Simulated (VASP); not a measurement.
# Na (P6/mmm) in VASP: further runs

Runs on Na. Level: PBE. Tasks: single point, relaxation of cell and atoms.

All numbers are computed with VASP 6.6.1; they aren't measurements. Logs are shortened: lines on timing, memory, paths and dates and some standing lists are left out, and cuts for length are marked.

### Step 1. The cell of the first run

The structure is hexagonal, space group P6/mmm (No. 191). The conventional cell has a = 3.593 Å, b = 3.593 Å, c = 3.357 Å, α = 90.00°, β = 90.00°, γ = 120.00°. Within 4.4 Å of Na (site symmetry 6/mmm) lie 8 Na at 3.36 to 3.59 Å.

This isn't the form of Na at room conditions, which is bcc.

### Step 2. Single point, PBE

The input, INCAR:

```
SYSTEM = Na
PREC = Accurate
ENCUT = 520
EDIFF = 1E-7
ISMEAR = 0
SIGMA = 0.1
LREAL = .False.
LASPH = .True.
NELM = 100
ALGO = Normal
ISIF = 2
LWAVE = .False.
LCHARG = .False.
GGA = PE
NBANDS = 10
```

The input, KPOINTS:

```
regular mesh
0
Gamma
  6 6 6
  0 0 0
```

The input, POSCAR:

```
Na
1.0
    3.5932974002      0.0000000000      0.0000000000
   -1.7966487001      3.1118868319      0.0000000000
    0.0000000000      0.0000000000      3.3574872583
Na
1
Direct
    0.0000000000      0.0000000000      0.0000000000
```

Potentials or basis: VASP PAW PBE potentials, release 64 (Na_pv).

Launch:

```console
cat potpaw_PBE.64/Na_pv/POTCAR > POTCAR
mpirun -np 1 vasp_std > vasp.out
```

OUTCAR:

```text
SYSTEM = Na
   PREC = Accurate
   ENCUT = 520
   EDIFF = 1E-7
   ISMEAR = 0
   LREAL = .False.
   LASPH = .True.
   NELM = 100
   ISIF = 2
   GGA = PE

 ion  position               nearest neighbor table
   1  0.000  0.000  0.000-

  LATTYP: Found a hexagonal cell.
 ALAT       =     3.5932974002
 C/A-ratio  =     0.9343750000

  Lattice vectors:

 A1 = (   3.5932974002,   0.0000000000,   0.0000000000)
 A2 = (  -1.7966487001,   3.1118868319,   0.0000000000)
 A3 = (   0.0000000000,   0.0000000000,   3.3574872583)

Analysis of symmetry for initial positions (statically):
=====================================================================
 Subroutine PRICEL returns:
 Original cell was already a primitive cell.

 Routine SETGRP: Setting up the symmetry group for a
 hexagonal supercell.

 Subroutine GETGRP returns: Found 24 space group operations
 (whereof 24 operations were pure point group operations)
 out of a pool of 24 trial point group operations.

The static configuration has the point symmetry D_6h.

Analysis of symmetry for dynamics (positions and initial velocities):
=====================================================================
 Subroutine PRICEL returns:
 Original cell was already a primitive cell.

 Routine SETGRP: Setting up the symmetry group for a
 hexagonal supercell.

 Subroutine GETGRP returns: Found 24 space group operations
 (whereof 24 operations were pure point group operations)
 out of a pool of 24 trial point group operations.

The dynamic configuration has the point symmetry D_6h.

 Subroutine INISYM returns: Found 24 space group operations
 (whereof 24 operations are pure point group operations),
 and found     1 'primitive' translations

----------------------------------------------------------------------------------------

                                     Primitive cell

  volume of cell :      37.5432

  direct lattice vectors                    reciprocal lattice vectors
     3.593297400  0.000000000  0.000000000     0.278295918  0.160674223  0.000000000
    -1.796648700  3.111886832  0.000000000     0.000000000  0.321348447  0.000000000
     0.000000000  0.000000000  3.357487258     0.000000000  0.000000000  0.297841786

  length of vectors
     3.593297400  3.593297400  3.357487258     0.321348447  0.321348447  0.297841786

  position of ions in fractional coordinates (direct lattice)
     0.000000000  0.000000000  0.000000000

  ion indices of the primitive-cell ions
   primitive index   ion index
                 1           1

----------------------------------------------------------------------------------------

 KPOINTS: regular mesh

Automatic generation of k-mesh.
 Grid dimensions read from file:
 generate k-points for:    6    6    6

 Generating k-lattice:

  Cartesian coordinates                     Fractional coordinates (reciprocal lattice)
     0.046382653  0.026779037  0.000000000     0.166666667  0.000000000  0.000000000
     0.000000000  0.053558074  0.000000000     0.000000000  0.166666667  0.000000000
     0.000000000  0.000000000  0.049640298     0.000000000  0.000000000  0.166666667

  Length of vectors
     0.053558074  0.053558074  0.049640298

  Shift w.r.t. Gamma in fractional coordinates (k-lattice)
     0.000000000  0.000000000  0.000000000

 Subroutine IBZKPT returns following result:
 ===========================================

 Found     28 irreducible k-points:

 Following reciprocal coordinates:
            Coordinates               Weight
  0.000000  0.000000  0.000000      1.000000
  0.166667  0.000000  0.000000      6.000000
  0.333333  0.000000  0.000000      6.000000
  0.500000  0.000000  0.000000      3.000000
  0.166667  0.166667  0.000000      6.000000
  0.333333  0.166667  0.000000     12.000000
[... 16 lines left out ...]
  0.166667  0.000000  0.500000      6.000000
  0.333333  0.000000  0.500000      6.000000
 [... further k-points ...]
   k-points           NKPTS =     28   k-points in BZ     NKDIM =     28   number of bands    NBANDS=     10
   number of dos      NEDOS =    301   number of ions     NIONS =      1
   total plane-waves  NPLWV =  21952
   dimension x,y,z NGX =    28 NGY =   28 NGZ =   28
   dimension x,y,z NGXF=    56 NGYF=   56 NGZF=   56
   ions per type =               1
   NGX,Y,Z   is equivalent  to a cutoff of  12.95, 12.95, 13.86 a.u.
   NGXF,Y,Z  is equivalent  to a cutoff of  25.91, 25.91, 27.73 a.u.
 SYSTEM =  Na
   PREC   = accura    normal or accurate (medium, high low for compatibility)
   ISTART =      0    job   : 0-new  1-cont  2-samecut
   ICHARG =      2    charge: 1-file 2-atom 10-const
   ISPIN  =      1    spin polarized calculation?
   LNONCOLLINEAR =      F non collinear calculations
   LSORBIT =      F    spin-orbit coupling
   LASPH  =      T    aspherical Exc in radial PAW
   ENCUT  =  520.0 eV  38.22 Ry    6.18 a.u.   6.68  6.68  6.24*2*pi/ulx,y,z
   NELM   =    100;   NELMIN=  2; NELMDL= -5     # of ELM steps
   EDIFF  = 0.1E-06   stopping-criterion for ELM
   LREAL  =      F    real-space projection
   EDIFFG = 0.1E-05   stopping-criterion for IOM
   NSW    =      0    number of steps for IOM
   IBRION =     -1    ionic relax: 0-MD 1-quasi-New 2-CG
   NFREE  =      0    steps in history (QN), initial steepest desc. (CG)
   ISIF   =      2    stress and relaxation
   ISYM   =      2    0-nonsym 1-usesym 2-fastsym
   POTIM  = 0.5000    time-step for ionic-motion
   TEBEG  =    0.0;   TEEND  =   0.0 temperature during run
   PSTRESS=    0.0 pullay stress
   NELECT =       7.0000    total number of electrons
   NUPDOWN=      -1.0000    fix difference up-down
   EMIN   =  10.00;   EMAX   =-10.00  energy-range for DOS
   EFERMI =   0.00;   METHOD = LEGACY
   ISMEAR =     0;   SIGMA  =   0.10  broadening in eV -4-tet -1-fermi 0-gaus
   EFERMI_NEDOS =   21; number of points for ismear=-14 and -15
   IALGO  =     38    algorithm
   IMIX   =      4    mixing-type and parameters
     AMIX     =   0.40;   BMIX     =  1.00
     AMIX_MAG =   1.60;   BMIX_MAG =  1.00
  volume/ion in A,a.u.               =      37.54       253.35
  Fermi-wavevector in a.u.,A,eV,Ry     =   0.935256  1.767377 11.901062  0.874703
  Thomas-Fermi vector in A             =   2.062145
   LORBIT       =      0    0 simple, 1 ext, 2 COOP (PROOUT), +10 PAW based schemes
   GGA     = PE    functional components
   LHFCALC =     F    Hartree Fock is set to
   AEXX    =    0.0000 exact exchange contribution
   IVDW    =     0    specifies the selected vdW correction
   LEPSILON=     F    determine dielectric tensor
   LRPA    =     F    only Hartree local field effects (RPA)
 non-spin polarized calculation
 Gauss-broadening in eV      SIGMA  =   0.10
  energy-cutoff  :      520.00
  volume of cell :       37.54
 maximum number of plane-waves:      1056
 NGX is ok and might be reduce to    28
   NGX = 13   NGY = 13   NGZ = 13

 number of electron       6.9999991 magnetization

 Free energy of the ion-electron system (eV)
  ---------------------------------------------------
  ext. energy  EPLUGINS =         0.00000000
  ---------------------------------------------------
  free energy    TOTEN  =        -1.22173183 eV

  energy without entropy =       -1.21711912  energy(sigma->0) =       -1.21942547

 E-fermi :   0.3476     XC(G=0):  -6.4648

 val. band max:        0.3259838978   @ k =   0.0000   0.0000   0.5000
 cond. band min:       0.4431268686   @ k =   0.3333   0.1667   0.1667
 fundamental gap:      0.1171429708
 Fermi energy:         0.3476029780

 k-point     1 :       0.0000    0.0000    0.0000
  band No.  band energies     occupation
      1     -24.7058      2.00000
      2     -24.7058      2.00000
      3     -24.7054      2.00000
      4      -2.9519      2.00000
      5       9.0025      0.00000
      6      10.1007      0.00000
      7      11.1677      0.00000
      8      11.1677      0.00000
      9      12.2602      0.00000
     10      12.2991      0.00000

 k-point     2 :       0.1667    0.0000    0.0000
  band No.  band energies     occupation
      1     -24.7161      2.00000
      2     -24.7082      2.00000
      3     -24.7043      2.00000
      4      -2.5070      2.00000
      5       7.3792      0.00000
      6       9.0639      0.00000
      7       9.8112      0.00000
      8      10.4551      0.00000
      9      11.6958      0.00000
     10      14.4183      0.00000

 k-point     3 :       0.3333    0.0000    0.0000
  band No.  band energies     occupation
      1     -24.7365      2.00000
      2     -24.7131      2.00000
      3     -24.7022      2.00000
      4      -1.1949      2.00000
      5       3.8442      0.00000
      6       8.4875      0.00000
      7       8.7434      0.00000
      8      11.5124      0.00000
      9      12.3376      0.00000
     10      16.1252      0.00000

 k-point     4 :       0.5000    0.0000    0.0000
  band No.  band energies     occupation
      1     -24.7467      2.00000
      2     -24.7155      2.00000
      3     -24.7011      2.00000
      4       0.7478      0.00000
      5       1.1465      0.00000
      6       8.1784      0.00000
      7       8.3850      0.00000
      8      12.8372      0.00000
      9      13.9130      0.00000
     10      14.0445      0.00000
[... 222 lines left out ...]
 k-point    22 :       0.0000    0.0000    0.5000
  band No.  band energies     occupation
      1     -24.7599      2.00000
      2     -24.7011      2.00000
      3     -24.7011      2.00000
      4       0.3260      1.24020
      5       0.4877      0.04760
      6      13.5431      0.00000
      7      13.5431      0.00000
      8      13.9800      0.00000
      9      13.9800      0.00000
     10      15.0670      0.00000

 k-point    23 :       0.1667    0.0000    0.5000
  band No.  band energies     occupation
      1     -24.7582      2.00000
      2     -24.7108      2.00000
      3     -24.7035      2.00000
      4       0.7267      0.00000
      5       0.9315      0.00000
      6      10.4378      0.00000
      7      10.4604      0.00000
      8      12.5487      0.00000
      9      12.7359      0.00000
     10      13.5214      0.00000

 k-point    24 :       0.3333    0.0000    0.5000
  band No.  band energies     occupation
      1     -24.7547      2.00000
      2     -24.7302      2.00000
      3     -24.7081      2.00000
      4       1.9336      0.00000
      5       2.2140      0.00000
      6       6.8115      0.00000
      7       7.1821      0.00000
      8      11.3199      0.00000
      9      11.9013      0.00000
     10      12.2765      0.00000

 [... further k-points ...]

------------------------ aborting loop because EDIFF is reached ----------------------------------------

  FORCE on cell =-STRESS in cart. coord.  units (eV):
  Direction    XX          YY          ZZ          XY          YZ          ZX
  --------------------------------------------------------------------------------------
  -------------------------------------------------------------------------------------
  Total        0.0471641      0.0471641      0.0561524      0.0000000      0.0000000      0.0000000
  in kB        2.0127549      2.0127549      2.3963369      0.0000000      0.0000000      0.0000000
  external PRESSURE =       2.1406156 kB  Pullay stress =       0.0000000 kB

 VOLUME and BASIS-vectors are now :
 -----------------------------------------------------------------------------
  energy-cutoff  :      520.00
  volume of cell :       37.54
      direct lattice vectors                 reciprocal lattice vectors
     3.593297400  0.000000000  0.000000000     0.278295918  0.160674223  0.000000000
    -1.796648700  3.111886832  0.000000000     0.000000000  0.321348447  0.000000000
     0.000000000  0.000000000  3.357487258     0.000000000  0.000000000  0.297841786

 POSITION                                       TOTAL-FORCE (eV/Angst)
 -----------------------------------------------------------------------------------
      0.00000      0.00000      0.00000         0.000000      0.000000      0.000000
 -----------------------------------------------------------------------------------
    total drift:                               -0.000000      0.000000     -0.000000

  FREE ENERGIE OF THE ION-ELECTRON SYSTEM (eV)
  ---------------------------------------------------
  free  energy   TOTEN  =        -1.2217318269 eV

  energy  without entropy=       -1.2171191184  energy(sigma->0) =       -1.21942547
```

Run time: 15 s. Hardware: 1 thread of Oxide Virtual Turin-like, shared host; peak memory 0.12 GiB.

Results:

| Quantity | Value |
| --- | --- |
| Free energy | -1.2217 eV |
| Pressure | 0.2 GPa |
| Band gap on the k mesh | zero (an odd number of electrons rules out a gap without spin polarisation) |

### Step 3. Single point, PBE

This run uses another cell than the first one, of 38.36 Å³/atom.

The input, INCAR:

```
SYSTEM = Na
  PREC = Accurate
  ENCUT = 520
  EDIFF = 1E-6
  ISMEAR = 0
  SIGMA = 0.1
  LREAL = .False.
  LASPH = .True.
  NELM = 100
  ALGO = Normal
  ISIF = 2
  LWAVE = .False.
  LCHARG = .False.
  GGA = PE
  NBANDS = 10
```

The input, KPOINTS:

```
Automatic mesh
0
Gamma
  18 18 16
  0 0 0
```

The input, POSCAR:

```
Na
1.0
    3.6164891664      0.0000000000      0.0000000000
   -1.8082445832      3.1319714907      0.0000000000
    0.0000000000      0.0000000000      3.3862507870
Na
1
Direct
    0.0000000000      0.0000000000      0.0000000000
```

Potentials or basis: VASP PAW PBE potentials, release 64 (Na_pv).

Launch:

```console
cat potpaw_PBE.64/Na_pv/POTCAR > POTCAR
mpirun -np 1 vasp_std > vasp.out
```

OUTCAR:

```text
SYSTEM = Na
   PREC = Accurate
   ENCUT = 520
   EDIFF = 1E-6
   ISMEAR = 0
   LREAL = .False.
   LASPH = .True.
   NELM = 100
   ISIF = 2
   GGA = PE

 ion  position               nearest neighbor table
   1  0.000  0.000  0.000-

  LATTYP: Found a hexagonal cell.
 ALAT       =     3.6164891664
 C/A-ratio  =     0.9363364941

  Lattice vectors:

 A1 = (   3.6164891664,   0.0000000000,   0.0000000000)
 A2 = (  -1.8082445832,   3.1319714907,   0.0000000000)
[... 492 lines left out ...]
     10      14.2357      0.00000

 [... further k-points ...]

------------------------ aborting loop because EDIFF is reached ----------------------------------------

  FORCE on cell =-STRESS in cart. coord.  units (eV):
  Direction    XX          YY          ZZ          XY          YZ          ZX
  --------------------------------------------------------------------------------------
  -------------------------------------------------------------------------------------
  Total       -0.0054451     -0.0054451     -0.0067728      0.0000000     -0.0000000      0.0000000
  in kB       -0.2274538     -0.2274538     -0.2829130      0.0000000     -0.0000000      0.0000000
  external PRESSURE =      -0.2459402 kB  Pullay stress =       0.0000000 kB

 VOLUME and BASIS-vectors are now :
 -----------------------------------------------------------------------------
  energy-cutoff  :      520.00
  volume of cell :       38.36
      direct lattice vectors                 reciprocal lattice vectors
     3.616489166  0.000000000  0.000000000     0.276511267  0.159643854  0.000000000
    -1.808244583  3.131971491  0.000000000     0.000000000  0.319287708  0.000000000
     0.000000000  0.000000000  3.386250787     0.000000000  0.000000000  0.295311855

 POSITION                                       TOTAL-FORCE (eV/Angst)
 -----------------------------------------------------------------------------------
      0.00000      0.00000      0.00000         0.000000      0.000000      0.000000
 -----------------------------------------------------------------------------------
    total drift:                               -0.000000      0.000000     -0.000000

  FREE ENERGIE OF THE ION-ELECTRON SYSTEM (eV)
  ---------------------------------------------------
  free  energy   TOTEN  =        -1.2466121342 eV

  energy  without entropy=       -1.2439143155  energy(sigma->0) =       -1.24526322
```

Run time: 1.8 min. Hardware: 1 thread of Oxide Virtual Turin-like, shared host; peak memory 0.19 GiB.

What came out:

* Free energy: -1.2466 eV
* Pressure: 0.0 GPa
* Band gap on the k mesh: zero (an odd number of electrons rules out a gap without spin polarisation)

### Step 4. Relaxation of cell and atoms, PBE

The input, INCAR:

```
SYSTEM = Na
PREC     = Accurate       ! precision mode
ENCUT    = 600            ! plane-wave cutoff, eV
EDIFF    = 1E-6           ! SCF threshold, eV
ISMEAR   = 0              ! smearing method
SIGMA    = 0.1            ! smearing width, eV
LREAL    = .False.        ! projectors in reciprocal space
LASPH    = .True.         ! aspherical terms in the spheres
NELM     = 80             ! most SCF steps
ALGO     = Fast           ! electronic algorithm
ISIF     = 3              ! what is computed and relaxed
LWAVE    = .False.        ! write WAVECAR
LCHARG   = .False.        ! write CHGCAR
GGA      = PE             ! functional
IBRION   = 2              ! ionic algorithm
NSW      = 100            ! ionic steps
EDIFFG   = -0.01          ! ionic threshold
```

KPOINTS is that of step 3.

The input, POSCAR:

```
Na
1.0
    3.5932974002      0.0000000000      0.0000000000
   -1.7966487001      3.1118868319      0.0000000000
    0.0000000000      0.0000000000      3.3574872583
Na
1
Direct
    0.0000000000      0.0000000000      0.0000000000
```

Launch:

```console
cat potpaw_PBE.64/Na_pv/POTCAR > POTCAR
mpirun -np 1 vasp_std > vasp.out
```

Wall time 3.2 min (1 thread of Oxide Virtual Turin-like, shared host); peak memory 0.2 GiB.

Results (log left out):

| Item | Value |
| --- | --- |
| Free energy | -1.2465 eV |
| Relaxed volume | 38.15 Å³/atom |
| Relaxed cell | a = 3.611 Å, b = 3.611 Å, c = 3.378 Å, α = 90.00°, β = 90.00°, γ = 120.00° |
| Space group after relaxing (to 0.1 Å) | P6/mmm (No. 191) |
| Energy gained by relaxing | 0.4 meV/atom |
| Ionic steps | 6 |
| Pressure after relaxing | 0.0 GPa |
| Band gap on the k mesh | zero (an odd number of electrons rules out a gap without spin polarisation) |

Step by step:
```tsv
step	energy change (eV)	largest force (eV/Å)	pressure (GPa)	volume (Å³)
1	0.0000	0.0000	0.18	37.54
2	-0.0002	0.0000	0.04	37.77
3	-0.0002	0.0000	0.11	37.79
4	-0.0002	0.0000	0.07	37.84
5	-0.0003	0.0000	0.05	37.94
6	-0.0004	0.0000	-0.02	38.15
```

Final structure:
```
CELL_PARAMETERS angstrom
3.61118 0.00000 0.00000
-1.80559 3.12737 0.00000
0.00000 0.00000 3.37778
ATOMIC_POSITIONS crystal
Na 0.00000 0.00000 0.00000
```

Levels at points of the mesh, in eV from the Fermi level:
```tsv
k point	band 2	band 3	band 4	band 5	band 6	band 7
(0.00, 0.00, 0.00)	-25.01	-25.01	-3.21	8.62	9.68	10.79
(0.50, 0.00, 0.00)	-25.02	-25.01	0.45	0.84	7.82	8.01
(0.00, 0.00, 0.50)	-25.01	-25.01	0.03	0.17	13.13	13.13
(0.50, 0.00, 0.50)	-25.04	-25.01	3.45	3.59	3.68	4.59
```

### Step 5. Overview

| task | cell | k mesh | cutoff (eV) | gap on the mesh (eV) | pressure (GPa) |
| --- | --- | --- | --- | --- | --- |
| single point | a = 3.593, b = 3.593, c = 3.357 Å, angles 90.0, 90.0, 120.0°, 1 atom | 6 × 6 × 6 | 520 | none | 0.2 |
| single point | a = 3.616, b = 3.616, c = 3.386 Å, angles 90.0, 90.0, 120.0°, 1 atom | 18 × 18 × 16 | 520 | none | 0.0 |
| relaxation of cell and atoms | relaxed from a = 3.593, b = 3.593, c = 3.357 Å, angles 90.0, 90.0, 120.0°, 1 atom | 18 × 18 × 16 | 600 | none | 0.0 |

Alike in all rows: level PBE; potentials or basis VASP PAW PBE potentials, release 64 (Na_pv); no spin polarisation; smearing gaussian 0.1 eV.

Total energies depend on the potentials used, so only differences within one code and one set of settings carry meaning.

The gap in the log of VASP goes by the Fermi energy; the results here count the filled bands.